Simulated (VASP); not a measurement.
Set up this calculation in VASP 6.6.1, as the native input.

| Quantity | Value |
| --- | --- |
| Task | relaxation of cell and atoms |
| Functional | LDA |
| Potentials or basis | VASP PAW LDA potentials, release 64 (Zn, O) |
| Cutoff | 600 eV |
| k mesh | 8 × 8 × 4 |
| Occupations | gaussian, width 0.01 eV |
| Spin | no spin polarisation |
| Target pressure | 1 GPa |
| Dipole correction | no |
| Further INCAR settings | ALGO = Normal; EDIFF = 1e-06; IBRION = 2; EDIFFG = -0.002; NSW = 100; ISIF = 3 |

The structure of ZnO lies in POSCAR:

```
ZnO
1.0
    3.1871169014      0.0000000000      0.0000000000
   -1.5935584507      2.7601242015      0.0000000000
    0.0000000000      0.0000000000      5.1524951181
Zn O
2 2
Direct
    0.3333333333      0.6666666667      0.5002882381
    0.6666666667      0.3333333333      0.0002882381
    0.6666666667      0.3333333333      0.3787217619
    0.3333333333      0.6666666667      0.8787217619
```

One way to write it, as run:

INCAR

```
SYSTEM = ZnO
ALGO = Normal
EDIFF = 1E-6
EDIFFG = -0.002
ENCUT = 600
GGA = CA
IBRION = 2
ISIF = 3
ISMEAR = 0
LASPH = .True.
LCHARG = .False.
LREAL = .False.
LWAVE = .False.
NELM = 100
NSW = 100
PREC = Accurate
PSTRESS = 10.0
SIGMA = 0.01
```

KPOINTS

```
k-points
0
Gamma
  8 8 4
  0 0 0
```

Potentials or basis: VASP PAW LDA potentials, release 64 (Zn, O).

Command:

```bash
$ cat potpaw_LDA.64/Zn/POTCAR potpaw_LDA.64/O/POTCAR > POTCAR
$ mpirun -np 1 vasp_std > vasp.out
```

It gave:

* Pressure after relaxing: 1.0 GPa
* Band gap on the k mesh: 0.81 eV

Caveat: the cell is relaxed towards a set pressure, so the run minimises the enthalpy, not the energy.

Wall time 60 s on 1 thread of Intel Xeon 8259CL, with other jobs on the host, peak memory 0.17 GiB.
